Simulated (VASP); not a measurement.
# B5W (P6/mmm) in VASP: a series of runs

The runs below take B5W through single point, with PBE.

Program: VASP 6.6.1. These are calculated values, not measurements. Logs are shortened: lines on timing, memory, paths and dates and some standing lists are left out, and cuts for length are marked.

### Step 1. The cell of the first run

It takes space group P6/mmm (No. 191, hexagonal). The conventional cell has a = 4.131 Å, b = 4.131 Å, c = 2.981 Å, α = 90.00°, β = 90.00°, γ = 120.00°. Within 2.6 Å of B (site symmetry mmm) lie 8 B at 1.91 to 2.07 Å and 4 W at 2.55 Å. Within 2.5 Å of B (site symmetry -6m2) lie 9 B at 1.91 to 2.38 Å and 3 W at 2.38 Å. Within 3.2 Å of W (site symmetry 6/mmm) lie 18 B at 2.38 to 2.55 Å and 2 W at 2.98 Å.

The cell was built from a structure type or drawn by symmetry, and may not be a known phase.

### Step 2. Single point, PBE

Input file INCAR:

```
SYSTEM = B5W
PREC = Accurate
ENCUT = 520
EDIFF = 1E-6
ISMEAR = 0
SIGMA = 0.1
LREAL = .FALSE.
LASPH = .TRUE.
NELM = 80
ALGO = Normal
ISIF = 2
LWAVE = .FALSE.
LCHARG = .FALSE.
GGA = PE
NBANDS = 24
```

Input file KPOINTS:

```
Automatic mesh
0
G
  6 6 6
  0 0 0
```

Input file POSCAR:

```
B5W
1.0
    4.1308144664      0.0000000000      0.0000000000
   -2.0654072332      3.5773902663      0.0000000000
    0.0000000000      0.0000000000      2.9814178131
B W
5 1
Direct
    0.0000000000      0.5000000000      0.5000000000
    0.3333333333      0.6666666667      0.0000000000
    0.6666666667      0.3333333333      0.0000000000
    0.5000000000      0.0000000000      0.5000000000
    0.5000000000      0.5000000000      0.5000000000
    0.0000000000      0.0000000000      0.0000000000
```

Potentials or basis: VASP PAW PBE potentials, release 64 (B, W_sv).

Run with:

```
> cat potpaw_PBE.64/B/POTCAR potpaw_PBE.64/W_sv/POTCAR > POTCAR
> mpirun -np 1 vasp_std > vasp.out
```

OUTCAR:

```text
SYSTEM = B5W
   PREC = Accurate
   ENCUT = 520
   EDIFF = 1E-6
   ISMEAR = 0
   LREAL = .FALSE.
   LASPH = .TRUE.
   NELM = 80
   ISIF = 2
   GGA = PE

 ion  position               nearest neighbor table
   1  0.000  0.500  0.500-   2 1.91   3 1.91   2 1.91   3 1.91   5 2.07   5 2.07   4 2.07   4 2.07
                             6 2.55   6 2.55   6 2.55   6 2.55
   2  0.333  0.667  0.000-   1 1.91   1 1.91   4 1.91   4 1.91   5 1.91   5 1.91   6 2.38   6 2.38
                             6 2.38
   3  0.667  0.333  0.000-   1 1.91   1 1.91   4 1.91   4 1.91   5 1.91   5 1.91   6 2.38   6 2.38
                             6 2.38
   4  0.500  0.000  0.500-   2 1.91   3 1.91   2 1.91   3 1.91   1 2.07   5 2.07   5 2.07   1 2.07
                             6 2.55   6 2.55   6 2.55   6 2.55
   5  0.500  0.500  0.500-   2 1.91   3 1.91   2 1.91   3 1.91   1 2.07   1 2.07   4 2.07   4 2.07
                             6 2.55   6 2.55   6 2.55   6 2.55
   6  0.000  0.000  0.000-   2 2.38   3 2.38   3 2.38   2 2.38   3 2.38   2 2.38   4 2.55   4 2.55
                             4 2.55   4 2.55   1 2.55   5 2.55   1 2.55   1 2.55   1 2.55   5 2.55

  LATTYP: Found a hexagonal cell.
 ALAT       =     4.1308144664
 C/A-ratio  =     0.7217505984

  Lattice vectors:

 A1 = (   4.1308144664,   0.0000000000,   0.0000000000)
 A2 = (  -2.0654072332,   3.5773902663,   0.0000000000)
 A3 = (   0.0000000000,   0.0000000000,   2.9814178131)

Analysis of symmetry for initial positions (statically):
=====================================================================
 Subroutine PRICEL returns:
 Original cell was already a primitive cell.

 Routine SETGRP: Setting up the symmetry group for a
 hexagonal supercell.

 Subroutine GETGRP returns: Found 24 space group operations
 (whereof 24 operations were pure point group operations)
 out of a pool of 24 trial point group operations.

The static configuration has the point symmetry D_6h.

Analysis of symmetry for dynamics (positions and initial velocities):
=====================================================================
 Subroutine PRICEL returns:
 Original cell was already a primitive cell.

 Routine SETGRP: Setting up the symmetry group for a
 hexagonal supercell.

 Subroutine GETGRP returns: Found 24 space group operations
 (whereof 24 operations were pure point group operations)
 out of a pool of 24 trial point group operations.

The dynamic configuration has the point symmetry D_6h.

 Subroutine INISYM returns: Found 24 space group operations
 (whereof 24 operations are pure point group operations),
 and found     1 'primitive' translations

[... 109 lines left out ...]
   ISYM   =      2    0-nonsym 1-usesym 2-fastsym
   POTIM  = 0.5000    time-step for ionic-motion
   TEBEG  =    0.0;   TEEND  =   0.0 temperature during run
   PSTRESS=    0.0 pullay stress
   NELECT =      29.0000    total number of electrons
   NUPDOWN=      -1.0000    fix difference up-down
   EMIN   =  10.00;   EMAX   =-10.00  energy-range for DOS
   EFERMI =   0.00;   METHOD = LEGACY
   ISMEAR =     0;   SIGMA  =   0.10  broadening in eV -4-tet -1-fermi 0-gaus
   EFERMI_NEDOS =   21; number of points for ismear=-14 and -15
   IALGO  =     38    algorithm
   IMIX   =      4    mixing-type and parameters
     AMIX     =   0.40;   BMIX     =  1.00
     AMIX_MAG =   1.60;   BMIX_MAG =  1.00
  volume/ion in A,a.u.               =       7.34        49.55
  Fermi-wavevector in a.u.,A,eV,Ry     =   1.424074  2.691110 27.592434  2.027987
  Thomas-Fermi vector in A             =   2.544604
   LORBIT       =      0    0 simple, 1 ext, 2 COOP (PROOUT), +10 PAW based schemes
   GGA     = PE    functional components
   LHFCALC =     F    Hartree Fock is set to
   AEXX    =    0.0000 exact exchange contribution
   IVDW    =     0    specifies the selected vdW correction
   LEPSILON=     F    determine dielectric tensor
   LRPA    =     F    only Hartree local field effects (RPA)
 non-spin polarized calculation
 Gauss-broadening in eV      SIGMA  =   0.10
  energy-cutoff  :      520.00
  volume of cell :       44.06
 maximum number of plane-waves:      1217
 NGX is ok and might be reduce to    32
   NGX = 15   NGY = 15   NGZ = 11

 number of electron      29.0000003 magnetization

 Free energy of the ion-electron system (eV)
  ---------------------------------------------------
  ext. energy  EPLUGINS =         0.00000000
  ---------------------------------------------------
  free energy    TOTEN  =       -41.49843124 eV

  energy without entropy =      -41.49331505  energy(sigma->0) =      -41.49587314

 E-fermi :  11.5675     XC(G=0): -13.3610

 val. band max:       11.4479202955   @ k =   0.1667   0.1667   0.0000
 cond. band min:      11.5949336505   @ k =   0.3333   0.0000   0.3333
 fundamental gap:      0.1470133550
 Fermi energy:        11.5674861659

 k-point     1 :       0.0000    0.0000    0.0000
  band No.  band energies     occupation
      1     -63.1395      2.00000
      2     -27.5170      2.00000
      3     -27.5170      2.00000
      4     -27.1834      2.00000
      5      -6.1112      2.00000
      6       0.6710      2.00000
[... 637 lines left out ...]
     23      18.7529      0.00000
     24      20.2243      0.00000

 [... further k-points ...]

------------------------ aborting loop because EDIFF is reached ----------------------------------------

  FORCE on cell =-STRESS in cart. coord.  units (eV):
  Direction    XX          YY          ZZ          XY          YZ          ZX
  --------------------------------------------------------------------------------------
  -------------------------------------------------------------------------------------
  Total        0.0438518      0.0438518      0.0624582      0.0000000      0.0000000      0.0000000
  in kB        1.5946787      1.5946787      2.2713024      0.0000000      0.0000000      0.0000000
  external PRESSURE =       1.8202199 kB  Pullay stress =       0.0000000 kB

 VOLUME and BASIS-vectors are now :
 -----------------------------------------------------------------------------
  energy-cutoff  :      520.00
  volume of cell :       44.06
      direct lattice vectors                 reciprocal lattice vectors
     4.130814466  0.000000000  0.000000000     0.242083010  0.139766691  0.000000000
    -2.065407233  3.577390266  0.000000000     0.000000000  0.279533382  0.000000000
     0.000000000  0.000000000  2.981417813     0.000000000  0.000000000  0.335410889

 POSITION                                       TOTAL-FORCE (eV/Angst)
 -----------------------------------------------------------------------------------
     -1.03270      1.78870      1.49071         0.000000      0.000000     -0.000000
     -0.00000      2.38493      0.00000         0.000000      0.000000      0.000000
      2.06541      1.19246      0.00000        -0.000000      0.000000     -0.000000
      2.06541      0.00000      1.49071         0.000000      0.000000     -0.000000
      1.03270      1.78870      1.49071         0.000000      0.000000     -0.000000
      0.00000      0.00000      0.00000         0.000000      0.000000     -0.000000
 -----------------------------------------------------------------------------------
    total drift:                                0.000000     -0.000000      0.000000

  FREE ENERGIE OF THE ION-ELECTRON SYSTEM (eV)
  ---------------------------------------------------
  free  energy   TOTEN  =       -41.4984312370 eV

  energy  without entropy=      -41.4933150459  energy(sigma->0) =      -41.49587314
```

Run time: 11 s. Hardware: 1 thread of Intel Xeon 6975P-C (Granite Rapids), shared host; peak memory 0.17 GiB.

Results:

```yaml
Free_energy: -41.4984 eV
Pressure: 0.2 GPa
Band_gap_on_the_k_mesh: zero (an odd number of electrons rules out a gap without spin polarisation)
```

Levels at points of the mesh, in eV from the Fermi level:
```
           k point  band 12  band 13  band 14  band 15  band 16  band 17
(0.00, 0.00, 0.00)    -5.49    -0.13    -0.13     1.19     1.35     2.09
(0.50, 0.00, 0.00)    -3.58    -1.89    -1.40    -1.05     0.48     1.86
(0.00, 0.00, 0.50)    -3.58    -3.04    -3.04     0.58     0.58     2.96
(0.50, 0.00, 0.50)    -4.24    -2.75    -1.40     0.85     2.19     2.55
```

Caveat: spin-orbit coupling is left out, which moves the levels of the heavy elements.

### Step 3. Single point, PBE

This run uses another cell than the first one, of 9.67 Å³/atom.

Input file INCAR:

```
SYSTEM = B5W
ALGO = Normal
EDIFF = 1E-6
ENCUT = 520
GGA = PE
ISIF = 2
ISMEAR = 0
LASPH = .True.
LCHARG = .False.
LREAL = .False.
LWAVE = .False.
NBANDS = 24
NELM = 100
PREC = Accurate
SIGMA = 0.1
```

Input file KPOINTS:

```
k-points
0
Gamma
  6 6 6
  0 0 0
```

Input file POSCAR:

```
B5W
1.0
    4.3572795800      0.0000000000      0.0000000000
   -2.1786397900      3.7735148100      0.0000000000
    0.0000000000      0.0000000000      3.5304165000
B W
5 1
Direct
    0.0000000000      0.5000000000      0.5000000000
    0.3333333300      0.6666666700      0.0000000000
    0.6666666700      0.3333333300      0.0000000000
    0.5000000000      0.0000000000      0.5000000000
    0.5000000000      0.5000000000      0.5000000000
    0.0000000000      0.0000000000      0.0000000000
```

Potentials or basis: VASP PAW PBE potentials, release 64 (B, W_sv).

Run with:

```
> cat potpaw_PBE.64/B/POTCAR potpaw_PBE.64/W_sv/POTCAR > POTCAR
> mpirun -np 1 vasp_std > vasp.out
```

Run time: 14 s. Hardware: 1 thread of Intel Xeon 6975P-C (Granite Rapids), shared host; peak memory 0.19 GiB.

The run converged. Its results:

* Free energy: -38.5297 eV
* Pressure: -45.5 GPa
* Band gap on the k mesh: zero (an odd number of electrons rules out a gap without spin polarisation)

Stress tensor (GPa, compression positive):
```
-41.10   0.00   0.00
  0.00 -41.10   0.00
  0.00   0.00 -54.30
```

Levels at points of the mesh, in eV from the Fermi level:
```csv
k point,band 10,band 11,band 12,band 13,band 14,band 15,band 16,band 17,band 18,band 19
"(0.00, 0.00, 0.00)",-4.83,-4.28,-4.28,-0.42,-0.42,-0.17,1.11,1.83,1.83,1.86
"(0.50, 0.00, 0.00)",-3.56,-3.15,-2.93,-1.61,-1.40,-0.91,0.49,0.93,1.85,2.76
"(0.00, 0.00, 0.50)",-5.01,-5.01,-3.35,-2.78,-2.78,0.88,0.88,0.94,2.80,3.48
"(0.50, 0.00, 0.50)",-5.11,-4.99,-3.35,-1.84,-0.19,1.29,1.59,1.67,2.84,2.84
```

Caveat: the cell stands under tension; spin-orbit coupling is left out, which moves the levels of the heavy elements.

### Step 4. Single point, PBE

Input file INCAR:

```
SYSTEM = B5W
PREC = Accurate ; ENCUT = 520
EDIFF = 1E-6 ; ISMEAR = 0
SIGMA = 0.1 ; LREAL = .False.
LASPH = .True. ; NELM = 100
ALGO = Normal ; ISIF = 2
LWAVE = .False. ; LCHARG = .True.
GGA = PE ; LELF = .True.
LVHAR = .True. ; NBANDS = 24
```

Input file KPOINTS:

```
Automatic mesh
0
Gamma
  12 12 12
  0 0 0
```

Input file POSCAR:

```
B5W
1.0
    4.1503140403      0.0000000000      0.0000000000
   -2.0751570201      3.5942773926      0.0000000000
    0.0000000000      0.0000000000      2.9579029341
B W
5 1
Direct
    0.0000000000      0.5000000000      0.5000000000
    0.3333333333      0.6666666667      0.0000000000
    0.6666666667      0.3333333333      0.0000000000
    0.5000000000      0.0000000000      0.5000000000
    0.5000000000      0.5000000000      0.5000000000
    0.0000000000      0.0000000000      0.0000000000
```

Run with:

```
> cat potpaw_PBE.64/B/POTCAR potpaw_PBE.64/W_sv/POTCAR > POTCAR
> mpirun -np 1 vasp_std > vasp.out
```

Wall time 43 s (1 thread of Intel Xeon 6975P-C (Granite Rapids), shared host); peak memory 0.25 GiB.

Results (log left out):

```yaml
Free_energy: -41.5226 eV
Pressure: 0.3 GPa
Band_gap_on_the_k_mesh: zero (an odd number of electrons rules out a gap without spin polarisation)
```

Stress tensor (GPa, compression positive):
```
0.36 0.00 0.00
0.00 0.36 0.00
0.00 0.00 0.26
```

Levels at points of the mesh, in eV from the Fermi level:
```csv
k point,band 11,band 12,band 13,band 14,band 15,band 16,band 17,band 18
"(0.00, 0.00, 0.00)",-6.16,-5.47,-0.09,-0.09,1.26,1.45,2.17,2.17
"(0.50, 0.00, 0.00)",-4.69,-3.46,-1.98,-1.31,-1.09,0.45,2.06,2.47
"(0.00, 0.00, 0.50)",-7.21,-3.61,-3.07,-3.07,0.52,0.52,3.04,3.20
"(0.50, 0.00, 0.50)",-6.20,-4.25,-2.77,-1.51,0.81,2.07,2.47,3.20
```

Caveat: spin-orbit coupling is left out, which moves the levels of the heavy elements.

### Step 5. The runs side by side

```csv
cell,k mesh,gap on the mesh (eV),pressure (GPa)
"a = 4.131, b = 4.131, c = 2.981 Å, angles 90.0, 90.0, 120.0°, 6 atoms",6 × 6 × 6,none,0.2
"a = 4.357, b = 4.357, c = 3.530 Å, angles 90.0, 90.0, 120.0°, 6 atoms",6 × 6 × 6,none,-45.5
"a = 4.150, b = 4.150, c = 2.958 Å, angles 90.0, 90.0, 120.0°, 6 atoms",12 × 12 × 12,none,0.3
```

Alike in all rows: task single point; level PBE; potentials or basis VASP PAW PBE potentials, release 64 (B, W_sv); no spin polarisation; cutoff (eV) 520; smearing gaussian 0.1 eV.

Caveats: spin-orbit coupling is left out, which moves the levels of the heavy elements; the cell stands under tension (at least some runs).

Total energies depend on the potentials used, so only differences within one code and one set of settings carry meaning.
